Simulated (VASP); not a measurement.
# Hf in VASP: further runs, part 3 of 3

VASP 6.6.1.

### 6 Single point, PBEsol

INCAR reads:

```
SYSTEM = Hf
ALGO = Normal
EDIFF = 1E-6
ENCUT = 520
GGA = PS
ISIF = 2
ISMEAR = 0
LASPH = .TRUE.
LCHARG = .FALSE.
LREAL = .FALSE.
LWAVE = .FALSE.
NBANDS = 11
NELM = 100
PREC = Accurate
SIGMA = 0.05
```

KPOINTS reads:

```
k-points
0
G
  7 7 8
  0 0 0
```

POSCAR reads:

```
Hf
1.0
   -1.7353850000      1.7880950000      1.8403380000
    1.7684040000     -1.7610630000      1.8463250000
    1.7817980000      1.8074760000     -1.8133060000
Hf
1
Direct
   -0.0165250000     -0.0068030000     -0.0104090000
```

Potentials or basis: VASP PAW PBE potentials, release 64 (Hf_pv).

On the command line:

```sh
$ cat potpaw_PBE.64/Hf_pv/POTCAR > POTCAR
$ mpirun -np 1 vasp_std > vasp.out
```

OUTCAR:

```text
SYSTEM = Hf
   EDIFF = 1E-6
   ENCUT = 520
   GGA = PS
   ISIF = 2
   ISMEAR = 0
   LASPH = .TRUE.
   LREAL = .FALSE.
   NELM = 100
   PREC = Accurate

 ion  position               nearest neighbor table
   1  0.983  0.993  0.990-

  LATTYP: Found a triclinic cell.
 ALAT       =     3.1888002125
 B/A-ratio  =     1.6052793777
 C/A-ratio  =     0.9735430184
 COS(alpha) =     0.0036106938
 COS(beta)  =     0.3472396574
 COS(gamma) =     0.8160743891

  Lattice vectors:

 A1 = (  -1.8148170000,  -1.8345080000,  -1.8733570000)
 A2 = (  -3.5966150000,  -3.6419840000,  -0.0600510000)
 A3 = (  -1.7684040000,   1.7610630000,  -1.8463250000)

Analysis of symmetry for initial positions (statically):
=====================================================================
 Subroutine PRICEL returns:
 Original cell was already a primitive cell.

 Routine SETGRP: Setting up the symmetry group for a
 triclinic supercell.

 Subroutine GETGRP returns: Found  2 space group operations
 (whereof  1 operations were pure point group operations)
[... 163 lines left out ...]

 E-fermi :   4.0829     XC(G=0): -11.1653

 val. band max:        4.0738765698   @ k =  -0.2857  -0.1429   0.3750
 cond. band min:       4.0909528597   @ k =  -0.1429   0.4286  -0.0000
 fundamental gap:      0.0170762899
 Fermi energy:         4.0828517981

 k-point     1 :       0.0000    0.0000    0.0000
  band No.  band energies     occupation
      1     -25.9285      2.00000
      2     -25.8947      2.00000
      3     -25.8883      2.00000
      4      -2.7898      2.00000
      5       5.2441      0.00000
      6       5.5314      0.00000
      7       5.8650      0.00000
      8       7.9688      0.00000
      9       8.4527      0.00000
     10      16.8250      0.00000
     11      17.1166      0.00000
[... 309 lines left out ...]
 k-point    24 :      -0.2857    0.4286   -0.0000
  band No.  band energies     occupation
      1     -26.4853      2.00000
      2     -26.1396      2.00000
      3     -25.9510      2.00000
      4       0.9038      2.00000
      5       3.6849      2.00000
      6       4.2368      0.00001
      7       7.7994      0.00000
      8       8.9379      0.00000
      9       9.9782      0.00000
     10      14.6991      0.00000
     11      16.4318      0.00000

 [... further k-points ...]
[... 5 lines left out ...]
  --------------------------------------------------------------------------------------
  -------------------------------------------------------------------------------------
  Total       -1.4111488     -1.3392859     -1.2024260     -0.3294090     -0.0730363     -0.1207322
  in kB      -96.1151156    -91.2204402    -81.8987393    -22.4364628     -4.9745921     -8.2232188
  external PRESSURE =     -89.7447650 kB  Pullay stress =       0.0000000 kB

 VOLUME and BASIS-vectors are now :
 -----------------------------------------------------------------------------
  energy-cutoff  :      520.00
  volume of cell :       23.52
      direct lattice vectors                 reciprocal lattice vectors
    -1.735385000  1.788095000  1.840338000    -0.006114966  0.276174409  0.269277762
     1.768404000 -1.761063000  1.846325000     0.279247765 -0.005625424  0.268788220
     1.781798000  1.807476000 -1.813306000     0.278126541  0.274563642 -0.004504199

 POSITION                                       TOTAL-FORCE (eV/Angst)
 -----------------------------------------------------------------------------------
      1.81292      1.79813      1.84926         0.000000      0.000000     -0.000000
 -----------------------------------------------------------------------------------
    total drift:                                0.000001     -0.000003     -0.000001

  FREE ENERGIE OF THE ION-ELECTRON SYSTEM (eV)
  ---------------------------------------------------
  free  energy   TOTEN  =       -10.2583815046 eV

  energy  without entropy=      -10.2554155890  energy(sigma->0) =      -10.25689855
```

It took 19 s on 1 thread of Intel Xeon Platinum 8259CL at 2.50GHz (Skylake/Cascade Lake), shared host; peak memory 0.17 GiB.

What came out:

```yaml
Free_energy: -10.2584 eV
Pressure: -9.0 GPa
Band_gap_on_the_k_mesh: zero (band 5 reaches 5.26 eV, above the bottom of band 6 at 3.58 eV)
```

Caveat: the PAW data sets were made with another functional, which shifts forces and pressure a little; spin-orbit coupling is left out, which moves the levels of the heavy elements.

### 7 Overview

| task | level | cell | k mesh | cutoff (eV) | smearing | gap on the mesh (eV) | pressure (GPa) | relaxed volume (Å³/atom) |
| --- | --- | --- | --- | --- | --- | --- | --- | --- |
| relaxation of cell and atoms | revPBE | relaxed from a = 3.126 Å, angles 109.5°, 1 atom | 10 × 10 × 10 | 600 | fermi-dirac 0.05 eV | none | 0.0 | 22.69 |
| relaxation of cell and atoms | BLYP | relaxed from a = 3.126 Å, angles 109.5°, 1 atom | 10 × 10 × 10 | 600 | fermi-dirac 0.05 eV | none | 0.0 | 22.89 |
| relaxation of cell and atoms | r2SCAN | relaxed from a = 3.126 Å, angles 109.5°, 1 atom | 10 × 10 × 10 | 600 | fermi-dirac 0.05 eV | none | 0.0 | 22.09 |
| single point | PBE | a = 3.098, b = 3.104, c = 3.119 Å, angles 110.4, 109.3, 107.1°, 1 atom | 7 × 7 × 8 | 520 | fermi-dirac 0.1 eV | none | -4.8 | - |
| single point | PBEsol | a = 3.098, b = 3.104, c = 3.119 Å, angles 110.4, 109.3, 107.1°, 1 atom | 7 × 7 × 8 | 520 | gaussian 0.05 eV | none | -9.0 | - |

Alike in all rows: potentials or basis VASP PAW PBE potentials, release 64 (Hf_pv); no spin polarisation.

Caveats: spin-orbit coupling is left out, which moves the levels of the heavy elements; the PAW data sets were made with another functional, which shifts forces and pressure a little (some runs).

Absolute energies hang on the potentials; compare differences alone.
